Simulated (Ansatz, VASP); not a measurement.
## MnO in VASP and in Ansatz

```
CELL_PARAMETERS angstrom
0.00000 2.26646 2.26646
2.26646 0.00000 2.26646
2.26646 2.26646 0.00000
ATOMIC_POSITIONS crystal
Mn 0.00000 0.00000 0.00000
O 0.50000 0.50000 0.50000
```

Alike in both runs: task single point; functional PBE; k mesh 6 × 6 × 6; occupations gaussian, width 0.05 eV; collinear spin; Hubbard terms Mn d U = 3.9 eV.

```csv
,VASP,Ansatz
version,VASP 6.6.1,Ansatz 0.2.0
potentials or method,"VASP PAW PBE potentials, release 64 (Mn_sv, O), cutoff 600 eV","scalar-relativistic, plane waves, PAW"
valence electrons in the cell,21,21
```

|  | VASP | Ansatz | Ansatz less VASP |
| --- | --- | --- | --- |
| gap on the k mesh at the Fermi level (eV) | 0.06 | 0.01 | -0.046 |
| least direct gap on the mesh (eV) | 2.29 | 1.40 | -0.885 |
| pressure (GPa) | -3.9 | 0.0 | +3.88 |
| net moment per atom (μB) | 2.50 | 2.50 | 0.000 |
| size of the moment on the site where the two differ most (μB) | 4.50 | 4.32 | -0.179 |

Site moments also hang on the region over which each program counts them. The programs project onto different local orbitals, so the same U acts differently, and such runs can settle in different states. Ansatz's warnings: filled band counts differ across k points.
